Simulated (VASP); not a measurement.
A run of VASP 6.6.1 is set up as follows.

The input INCAR:

```
PREC = Accurate
ENCUT = 520
EDIFF = 1E-7
ISMEAR = -1
SIGMA = 0.1
LREAL = F
LASPH = T
NELM = 100
ALGO = Normal
ISIF = 2
LWAVE = F
LCHARG = F
GGA = RP
NBANDS = 22
```

Contents of KPOINTS:

```
regular mesh
0
Gamma
  8 8 11
```

POSCAR

```
Hf
1.0
    5.0414183404      0.0000000000      0.0000000000
   -2.5207091702      4.3659963539      0.0000000000
    0.0000000000      0.0000000000      3.1266006267
Hf
3
Direct
    1.0000000000      1.0000000000      0.0000000000
    0.3333333333      0.6666666667      0.5000000000
    0.6666666667      0.3333333333      0.5000000000
```

Potentials or basis: VASP PAW PBE potentials, release 64 (Hf_pv).

Run with:

```console
$ cat potpaw_PBE.64/Hf_pv/POTCAR > POTCAR
$ mpirun -np 1 vasp_std > vasp.out
```

Question: What does it give for the pressure?

Answer: -0.4 GPa.

Question: Estimate the band gap on the k mesh.

Answer: Zero (band 15 reaches 4.92 eV, above the bottom of band 16 at 4.05 eV).

Stress tensor (GPa, compression positive):
```
-0.52  0.00  0.00
 0.00 -0.52  0.00
 0.00  0.00 -0.28
```

Caveat: the PAW data sets were made with another functional, which shifts forces and pressure a little; spin-orbit coupling is left out, which moves the levels of the heavy elements.
